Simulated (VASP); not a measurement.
Here is a VASP 6.6.1 calculation.

Contents of INCAR:

```
  PREC = Accurate
  ENCUT = 500
  EDIFF = 1E-6
  ISMEAR = 0
  SIGMA = 0.02
  LREAL = False
  LASPH = True
  NELM = 120
  ALGO = Normal
  ISIF = 2
  LWAVE = False
  LCHARG = True
  GGA = PE
  LELF = True
  LVHAR = True
  NBANDS = 15
  GGA_COMPAT = False
```

The input KPOINTS:

```
Automatic mesh
0
Gamma
  6 6 6
```

The input POSCAR:

```
CsCl
1.0
    4.2029289581      0.0000000000      0.0000000000
    0.0000000000      4.2029289581      0.0000000000
    0.0000000000      0.0000000000      4.2029289581
Cs Cl
1 1
Direct
    0.0000000000      0.0000000000      0.0000000000
    0.5000000000      0.5000000000      0.5000000000
```

Potentials or basis: VASP PAW PBE potentials, release 64 (Cs_sv, Cl).

Run with:

```console
$ cat potpaw_PBE.64/Cs_sv/POTCAR potpaw_PBE.64/Cl/POTCAR > POTCAR
$ mpirun -np 1 vasp_std > vasp.out
```

Task: Estimate the band gap on the k mesh.

Result: 5.01 eV.

Task: Estimate the pressure.

Result: 0.0 GPa.

Caveat: spin-orbit coupling is left out, which moves the levels of the heavy elements.
